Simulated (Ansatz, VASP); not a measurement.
**AgI2 in VASP and in Ansatz**

```
Ag I
1.0
     4.06270    0.00000    0.00000
     0.00000    4.06270    0.00000
     0.00000    0.00000    6.18331
Ag I
1 2
Direct
  0.00000 0.00000 0.50000
  0.50000 0.00000 0.79103
  0.00000 0.50000 0.20897
```

Alike in both runs: functional PBEsol; k mesh 10 × 10 × 8; occupations gaussian, width 0.1 eV; no spin polarisation.

Ansatz relaxed the structure, and its values are those at the end. VASP's run is a single point on that final structure, the one shown.

|  | VASP | Ansatz |
| --- | --- | --- |
| version | VASP 6.6.1 | Ansatz 0.2.0 |
| potentials or method | VASP PAW PBE potentials, release 64 (Ag, I), cutoff 520 eV | scalar-relativistic, plane waves, PAW |
| valence electrons in the cell | 25 | 53 |

VASP gave:

* gap on the k mesh at the Fermi level (eV): none
* pressure (GPa): 0.0
* rms of the force components (eV/Å): 0.003

Question: Estimate Ansatz's values.

Answer: gap on the k mesh at the Fermi level (eV): none; pressure (GPa): 0.0; rms of the force components (eV/Å): 0.001.

VASP's potentials were made for PBE, not for PBEsol. A gap of «none» marks a metal or a gap that the smearing closes. The functional is the same, so the differences come from potentials, cutoffs and numerics. VASP's potentials hold 25 valence electrons a cell and Ansatz's 53, so a difference there can come from the potentials and not from the codes.

Spin-orbit coupling is off throughout.
